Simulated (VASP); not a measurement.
**PbS: single point with PBEsol**

PbS:

```xyz
4
Lattice="2.0503 -5.8034 0.0000 2.0503 5.8034 0.0000 0.0000 0.0000 4.2310" Properties=species:S:1:pos:R:3 pbc="T T T"
Pb    2.0503   -4.3271    3.1733
Pb    2.0503    4.3271    1.0578
S     2.0503   -1.6387    3.1733
S     2.0503    1.6387    1.0578
```

```yaml
Program: VASP 6.6.1
Task: single point
Functional: PBEsol
Potentials_or_basis: VASP PAW PBE potentials, release 64 (Pb_d, S)
Cutoff: 520 eV
k_mesh: 6 × 6 × 6
Occupations: gaussian, width 0.01 eV
Spin: no spin polarisation
```

```json
{
  "Pressure": "0.0 GPa",
  "Largest force": "0.009 eV/Å",
  "Band gap on the k mesh": "1.08 eV (least direct gap 1.16 eV)"
}
```

Forces on the atoms (eV/Å):
```
Pb   0.000 -0.003  0.000
Pb   0.000  0.003  0.000
S    0.000  0.009  0.000
S    0.000 -0.009  0.000
```

Levels at points of the mesh, in eV from the valence-band top:
| k point | band 16 | band 17 | band 18 | band 19 | band 20 | band 21 | band 22 | band 23 | band 24 | band 25 |
| --- | --- | --- | --- | --- | --- | --- | --- | --- | --- | --- |
| (0.00, 0.00, 0.00) | -3.23 | -2.51 | -1.91 | -1.63 | -0.64 | 4.51 | 4.53 | 4.93 | 5.52 | 6.05 |
| (0.50, 0.00, 0.00) | -2.20 | -1.52 | -1.27 | -0.42 | -0.37 | 1.69 | 1.69 | 1.95 | 2.90 | 3.13 |
| (0.50, 0.50, 0.00) | -2.78 | -2.17 | -1.82 | -1.44 | -0.64 | 1.08 | 4.40 | 4.62 | 4.69 | 5.68 |
| (0.00, 0.00, 0.50) | -3.06 | -1.22 | -1.22 | -0.08 | -0.08 | 1.64 | 1.64 | 2.62 | 2.62 | 5.09 |
| (0.50, 0.00, 0.50) | -4.58 | -3.49 | -3.49 | -1.52 | -1.52 | 3.25 | 3.25 | 5.44 | 5.44 | 6.27 |
| (0.50, 0.50, 0.50) | -1.36 | -1.22 | -1.22 | -0.58 | -0.58 | 1.62 | 1.62 | 3.17 | 3.17 | 3.46 |

It took 3.6 min on 1 thread of Intel Xeon 8259CL, on a shared host, peak memory 0.32 GiB.

Caveat: the PAW data sets were made with another functional, which shifts forces and pressure a little; spin-orbit coupling is left out, which moves the levels of the heavy elements. A k mesh can miss the band edges.
